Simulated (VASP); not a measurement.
# Ru in VASP: relaxation of the atoms with LDA

Aim: the relaxation of the atoms of Ru with LDA.

All numbers are computed with VASP 6.6.1; they aren't measurements. Logs are shortened: lines on timing, memory, paths and dates and some standing lists are left out, and cuts for length are marked.

### Step 1. The cell of the first run

The cell holds a slab with vacuum, 2 atoms: a = 2.675 Å, b = 4.224 Å, c = 16.772 Å, α = 90.00°, β = 90.00°, γ = 90.00°.

### Step 2. Relaxation of the atoms, LDA

Contents of INCAR:

```
SYSTEM = Ru
ALGO = Normal
DIPOL = 0.5 0.5 0.500
EDIFF = 1E-7
EDIFFG = -0.01
ENCUT = 520
GGA = CA
IBRION = 2
IDIPOL = 3
ISIF = 2
ISMEAR = -1
LASPH = .TRUE.
LCHARG = .FALSE.
LDIPOL = .TRUE.
LREAL = .FALSE.
LWAVE = .FALSE.
NELM = 80
NSW = 32
PREC = Accurate
SIGMA = 0.1
```

Contents of KPOINTS:

```
k-points
0
G
  14 9 1
  0 0 0
```

Contents of POSCAR:

```
Ru
1.0
    2.6752164047      0.0000000000      0.0000000000
    0.0000000000      4.2244496840      0.0000000000
    0.0000000000      0.0000000000     16.7723000000
Ru
2
Direct
    0.7500000000      0.7500000000      0.4792955146
    0.2500000000      0.2500000000      0.5207044854
```

Potentials or basis: VASP PAW LDA potentials, release 64 (Ru_pv).

Command:

```sh
$ cat potpaw_LDA.64/Ru_pv/POTCAR > POTCAR
$ mpirun -np 1 vasp_std > vasp.out
```

OUTCAR:

```text
SYSTEM = Ru
   EDIFF = 1E-7
   EDIFFG = -0.01
   ENCUT = 520
   GGA = CA
   IBRION = 2
   ISIF = 2
   ISMEAR = -1
   LASPH = .TRUE.
   LREAL = .FALSE.
   NELM = 80
   NSW = 32
   PREC = Accurate

 ion  position               nearest neighbor table
   1  0.750  0.750  0.479-   2 2.59   2 2.59   2 2.59   2 2.59
   2  0.250  0.250  0.521-   1 2.59   1 2.59   1 2.59   1 2.59

  LATTYP: Found a simple orthorhombic cell.
 ALAT       =     2.6752164047
 B/A-ratio  =     1.5791057787
 C/A-ratio  =     6.2695114947

  Lattice vectors:

 A1 = (   2.6752164047,   0.0000000000,   0.0000000000)
 A2 = (   0.0000000000,   4.2244496840,   0.0000000000)
 A3 = (   0.0000000000,   0.0000000000,  16.7723000000)

Analysis of symmetry for initial positions (statically):
=====================================================================
 Subroutine PRICEL returns:
 Original cell was already a primitive cell.

 Routine SETGRP: Setting up the symmetry group for a
 simple orthorhombic supercell.

 Subroutine GETGRP returns: Found  8 space group operations
 (whereof  2 operations were pure point group operations)
 out of a pool of  8 trial point group operations.

The static configuration has the point symmetry S_2 .
 The point group associated with its full space group is D_2h.

Analysis of symmetry for dynamics (positions and initial velocities):
=====================================================================
 Subroutine PRICEL returns:
 Original cell was already a primitive cell.

 Routine SETGRP: Setting up the symmetry group for a
 simple orthorhombic supercell.

 Subroutine GETGRP returns: Found  8 space group operations
 (whereof  2 operations were pure point group operations)
 out of a pool of  8 trial point group operations.

The dynamic configuration has the point symmetry S_2 .
 The point group associated with its full space group is D_2h.

 Subroutine INISYM returns: Found  8 space group operations
 (whereof  2 operations are pure point group operations),
 and found     1 'primitive' translations

----------------------------------------------------------------------------------------

                                     Primitive cell

  volume of cell :     189.5491

  direct lattice vectors                    reciprocal lattice vectors
     2.675216405  0.000000000  0.000000000     0.373801536  0.000000000  0.000000000
     0.000000000  4.224449684  0.000000000     0.000000000  0.236717223  0.000000000
     0.000000000  0.000000000 16.772300000     0.000000000  0.000000000  0.059622115

  length of vectors
     2.675216405  4.224449684 16.772300000     0.373801536  0.236717223  0.059622115

  position of ions in fractional coordinates (direct lattice)
     0.750000000  0.750000000  0.479295515
     0.250000000  0.250000000  0.520704485

  ion indices of the primitive-cell ions
   primitive index   ion index
                 1           1
                 2           2

----------------------------------------------------------------------------------------

 KPOINTS: k-points

Automatic generation of k-mesh.
 Grid dimensions read from file:
 generate k-points for:   14    9    1

 Generating k-lattice:

  Cartesian coordinates                     Fractional coordinates (reciprocal lattice)
     0.026700110  0.000000000  0.000000000     0.071428571  0.000000000  0.000000000
     0.000000000  0.026301914  0.000000000     0.000000000  0.111111111  0.000000000
     0.000000000  0.000000000  0.059622115     0.000000000  0.000000000  1.000000000

  Length of vectors
     0.026700110  0.026301914  0.059622115

  Shift w.r.t. Gamma in fractional coordinates (k-lattice)
     0.000000000  0.000000000  0.000000000

 Subroutine IBZKPT returns following result:
 ===========================================

 Found     40 irreducible k-points:

 Following reciprocal coordinates:
            Coordinates               Weight
  0.000000  0.000000  0.000000      1.000000
  0.071429  0.000000  0.000000      2.000000
  0.142857  0.000000  0.000000      2.000000
  0.214286  0.000000  0.000000      2.000000
  0.285714  0.000000  0.000000      2.000000
  0.357143  0.000000  0.000000      2.000000
[... 16 lines left out ...]
  0.428571  0.222222  0.000000      4.000000
  0.500000  0.222222  0.000000      2.000000
 [... further k-points ...]
   k-points           NKPTS =     40   k-points in BZ     NKDIM =     40   number of bands    NBANDS=     18
   number of dos      NEDOS =    301   number of ions     NIONS =      2
   total plane-waves  NPLWV =  80640
   dimension x,y,z NGX =    20 NGY =   32 NGZ =  126
   dimension x,y,z NGXF=    40 NGYF=   64 NGZF=  252
   ions per type =               2
   NGX,Y,Z   is equivalent  to a cutoff of  12.43, 12.59, 12.49 a.u.
   NGXF,Y,Z  is equivalent  to a cutoff of  24.86, 25.19, 24.98 a.u.
 SYSTEM =  Ru
   PREC   = accura    normal or accurate (medium, high low for compatibility)
   ISTART =      0    job   : 0-new  1-cont  2-samecut
   ICHARG =      2    charge: 1-file 2-atom 10-const
   ISPIN  =      1    spin polarized calculation?
   LNONCOLLINEAR =      F non collinear calculations
   LSORBIT =      F    spin-orbit coupling
   LASPH  =      T    aspherical Exc in radial PAW
   ENCUT  =  520.0 eV  38.22 Ry    6.18 a.u.   4.97  7.85 31.19*2*pi/ulx,y,z
   NELM   =     80;   NELMIN=  2; NELMDL= -5     # of ELM steps
   EDIFF  = 0.1E-06   stopping-criterion for ELM
   LREAL  =      F    real-space projection
   EDIFFG = -.1E-01   stopping-criterion for IOM
   NSW    =     32    number of steps for IOM
   IBRION =      2    ionic relax: 0-MD 1-quasi-New 2-CG
   NFREE  =      1    steps in history (QN), initial steepest desc. (CG)
   ISIF   =      2    stress and relaxation
   ISYM   =      2    0-nonsym 1-usesym 2-fastsym
   POTIM  = 0.5000    time-step for ionic-motion
   TEBEG  =    0.0;   TEEND  =   0.0 temperature during run
   PSTRESS=    0.0 pullay stress
   NELECT =      28.0000    total number of electrons
   NUPDOWN=      -1.0000    fix difference up-down
   EMIN   =  10.00;   EMAX   =-10.00  energy-range for DOS
   EFERMI =   0.00;   METHOD = LEGACY
   ISMEAR =    -1;   SIGMA  =   0.10  broadening in eV -4-tet -1-fermi 0-gaus
   EFERMI_NEDOS =   21; number of points for ismear=-14 and -15
   IALGO  =     38    algorithm
   IMIX   =      4    mixing-type and parameters
     AMIX     =   0.40;   BMIX     =  1.00
     AMIX_MAG =   1.60;   BMIX_MAG =  1.00
  volume/ion in A,a.u.               =      94.77       639.57
  Fermi-wavevector in a.u.,A,eV,Ry     =   0.865407  1.635382 10.189796  0.748929
  Thomas-Fermi vector in A             =   1.983645
   LORBIT       =      0    0 simple, 1 ext, 2 COOP (PROOUT), +10 PAW based schemes
   GGA     = CA    functional components
   LHFCALC =     F    Hartree Fock is set to
   AEXX    =    0.0000 exact exchange contribution
   IVDW    =     0    specifies the selected vdW correction
   LEPSILON=     F    determine dielectric tensor
   LRPA    =     F    only Hartree local field effects (RPA)
 conjugate gradient relaxation of ions
 non-spin polarized calculation
  energy-cutoff  :      520.00
  volume of cell :      189.55
 maximum number of plane-waves:      5150
 NGX is ok and might be reduce to    20
   NGX =  9   NGY = 15   NGZ = 63

--------------------------------------- Ionic step        1  -------------------------------------------

 number of electron      27.9999997 magnetization

 dipolmoment           0.000000      0.000000     -0.000000 electrons x Angstroem

 Free energy of the ion-electron system (eV)
  ---------------------------------------------------
  ext. energy  EPLUGINS =         0.00000000
  ---------------------------------------------------
  free energy    TOTEN  =       -16.38208352 eV

  energy without entropy =      -16.19579656  energy(sigma->0) =      -16.28894004

------------------------ aborting loop because EDIFF is reached ----------------------------------------

  FORCE on cell =-STRESS in cart. coord.  units (eV):
  Direction    XX          YY          ZZ          XY          YZ          ZX
  --------------------------------------------------------------------------------------
  -------------------------------------------------------------------------------------
  Total       -7.7337296     -8.8419933     -0.0085629      0.0000000      0.0000000      0.0000000
  in kB      -65.3699091    -74.7375888     -0.0723786      0.0000000      0.0000000      0.0000000
  external PRESSURE =     -46.7266255 kB  Pullay stress =       0.0000000 kB

 VOLUME and BASIS-vectors are now :
 -----------------------------------------------------------------------------
  energy-cutoff  :      520.00
  volume of cell :      189.55
      direct lattice vectors                 reciprocal lattice vectors
     2.675216405  0.000000000  0.000000000     0.373801536  0.000000000  0.000000000
     0.000000000  4.224449684  0.000000000     0.000000000  0.236717223  0.000000000
     0.000000000  0.000000000 16.772300000     0.000000000  0.000000000  0.059622115

 POSITION                                       TOTAL-FORCE (eV/Angst)
 -----------------------------------------------------------------------------------
      2.00641      3.16834      8.03889         0.000000     -0.000000     -0.018428
      0.66880      1.05611      8.73341        -0.000000      0.000000      0.018428
 -----------------------------------------------------------------------------------
    total drift:                               -0.000000     -0.000000      0.000000

  FREE ENERGIE OF THE ION-ELECTRON SYSTEM (eV)
  ---------------------------------------------------
  free  energy   TOTEN  =       -16.3820835200 eV

  energy  without entropy=      -16.1957965558  energy(sigma->0) =      -16.28894004

--------------------------------------- Ionic step        2  -------------------------------------------

 number of electron      27.9999997 magnetization

 dipolmoment           0.000000      0.000000      0.000000 electrons x Angstroem

 Free energy of the ion-electron system (eV)
  ---------------------------------------------------
  ext. energy  EPLUGINS =         0.00000000
  ---------------------------------------------------
  free energy    TOTEN  =       -16.38210837 eV

  energy without entropy =      -16.19596477  energy(sigma->0) =      -16.28903657

 E-fermi :  -3.0227     XC(G=0):  -3.2936

 val. band max:       -3.0278521266   @ k =   0.0000   0.3333   0.0000
 cond. band min:      -3.0074562632   @ k =   0.0000   0.2222   0.0000
 fundamental gap:      0.0203958634
 Fermi energy:        -3.0226611596

 k-point     1 :       0.0000    0.0000    0.0000
  band No.  band energies     occupation
      1     -45.8016      2.00000
      2     -45.1616      2.00000
      3     -45.1407      2.00000
      4     -45.1220      2.00000
      5     -44.8610      2.00000
      6     -44.8584      2.00000
[... 10 lines left out ...]
     17      -1.8493      0.00002
     18      -0.5371      0.00000

 k-point     2 :       0.0714    0.0000    0.0000
  band No.  band energies     occupation
      1     -45.7874      2.00000
      2     -45.1879      2.00000
      3     -45.1364      2.00000
      4     -45.1226      2.00000
      5     -44.8883      2.00000
      6     -44.8701      2.00000
[... 10 lines left out ...]
     17      -1.4248      0.00000
     18      -0.8634      0.00000
[... 442 lines left out ...]
 k-point    24 :       0.5000    0.2222    0.0000
  band No.  band energies     occupation
      1     -45.7013      2.00000
      2     -45.7013      2.00000
      3     -45.1747      2.00000
      4     -45.1747      2.00000
      5     -45.0543      2.00000
      6     -45.0543      2.00000
[... 10 lines left out ...]
     17       1.6157      0.00000
     18       1.6157      0.00000

 [... further k-points ...]

------------------------ aborting loop because EDIFF is reached ----------------------------------------

 vacuum level on the upper side and lower side of the slab       (xc-potential included)        -0.008        -0.008

  FORCE on cell =-STRESS in cart. coord.  units (eV):
  Direction    XX          YY          ZZ          XY          YZ          ZX
  --------------------------------------------------------------------------------------
  -------------------------------------------------------------------------------------
  Total       -7.7421036     -8.8638880     -0.0144503      0.0000000      0.0000000      0.0000000
  in kB      -65.4406913    -74.9226549     -0.1221426      0.0000000      0.0000000      0.0000000
  external PRESSURE =     -46.8284963 kB  Pullay stress =       0.0000000 kB

 VOLUME and BASIS-vectors are now :
 -----------------------------------------------------------------------------
  energy-cutoff  :      520.00
  volume of cell :      189.55
      direct lattice vectors                 reciprocal lattice vectors
     2.675216405  0.000000000  0.000000000     0.373801536  0.000000000  0.000000000
     0.000000000  4.224449684  0.000000000     0.000000000  0.236717223  0.000000000
     0.000000000  0.000000000 16.772300000     0.000000000  0.000000000  0.059622115

 POSITION                                       TOTAL-FORCE (eV/Angst)
 -----------------------------------------------------------------------------------
      2.00641      3.16834      8.03800         0.000000      0.000000     -0.009475
      0.66880      1.05611      8.73430        -0.000000      0.000000      0.009475
 -----------------------------------------------------------------------------------
    total drift:                                0.000000      0.000000      0.000000

  FREE ENERGIE OF THE ION-ELECTRON SYSTEM (eV)
  ---------------------------------------------------
  free  energy   TOTEN  =       -16.3821083733 eV

  energy  without entropy=      -16.1959647727  energy(sigma->0) =      -16.28903657

 reached required accuracy - stopping structural energy minimisation

 vacuum level on the upper side and lower side of the slab         2.643         2.643
```

Run time: 2.2 min. Hardware: 1 thread of Intel Xeon Platinum 8488C (Sapphire Rapids), shared host; peak memory 0.28 GiB.

Results:

```yaml
Free_energy: -16.3821 eV
Energy_gained_by_relaxing: 0.0 meV/atom
Ionic_steps: 2
Largest_force_after_relaxing: 0.009 eV/Å
Band_gap_on_the_k_mesh: zero (bands 14 and 15 overlap by 0.54 eV)
```

Forces in eV/Å, atoms in the order of the input:
```
Ru   0.000  0.000 -0.009
Ru   0.000  0.000  0.009
```

Final structure:
```
Ru
1.0
     2.67522    0.00000    0.00000
     0.00000    4.22445    0.00000
     0.00000    0.00000   16.77230
Ru
2
Cartesian
  2.0064 3.1683 8.0380
  0.6688 1.0561 8.7343
```

Levels at points of the mesh, in eV from the Fermi level:
| k point | band 10 | band 11 | band 12 | band 13 | band 14 | band 15 | band 16 | band 17 | band 18 |
| --- | --- | --- | --- | --- | --- | --- | --- | --- | --- |
| (0.00, 0.00, 0.00) | -1.81 | -1.57 | -1.35 | -1.03 | -0.51 | 0.31 | 0.67 | 1.17 | 2.49 |
| (0.50, 0.00, 0.00) | -3.40 | -0.47 | -0.47 | 0.13 | 0.13 | 0.50 | 0.50 | 4.94 | 4.94 |

The gap in the log of VASP goes by the Fermi energy; the results here count the filled bands.